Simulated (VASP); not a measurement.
The system is TiC (rocksalt type).

```
Ti C
1.0
     0.00000    2.15443    2.15443
     2.15443    0.00000    2.15443
     2.15443    2.15443    0.00000
Ti C
1 1
Direct
  0.00000 0.00000 0.00000
  0.50000 0.50000 0.50000
```

| Property | Result |
| --- | --- |
| Program | VASP 6.6.1 |
| Task | relaxation of cell and atoms |
| Functional | PBE |
| Potentials or basis | VASP PAW PBE potentials, release 64 (Ti_sv, C) |
| Cutoff | 600 eV |
| k mesh | 16 × 16 × 16 |
| Occupations | fermi-dirac, width 0.05 eV |
| Spin | no spin polarisation |

At the start: pressure 4.4 GPa; volume 10.00 Å³/atom.

Question: Where does the relaxation end?

Answer: Over 3 steps the energy falls by 2.4 meV/atom and the volume is 10.17 Å³/atom (+1.7 %); space group Fm-3m (No. 225, to 0.1 Å) before and after.

The path:
```tsv
step	energy change (eV)	largest force (eV/Å)	pressure (GPa)	volume (Å³)
1	0.0000	0.0000	4.42	20.00
2	0.0031	0.0000	-5.31	20.81
3	-0.0047	0.0000	-0.02	20.35
```

Final structure:
```cif
data_structure
_symmetry_space_group_name_H-M 'P 1'
_symmetry_Int_Tables_number 1
_cell_length_a 3.0645
_cell_length_b 3.0645
_cell_length_c 3.0645
_cell_angle_alpha 60.000
_cell_angle_beta 60.000
_cell_angle_gamma 60.000
_cell_volume 20.35
loop_
_atom_site_label
_atom_site_type_symbol
_atom_site_fract_x
_atom_site_fract_y
_atom_site_fract_z
_atom_site_occupancy
Ti1 Ti 0.00000 0.00000 0.00000 1
C1 C 0.50000 0.50000 0.50000 1
```
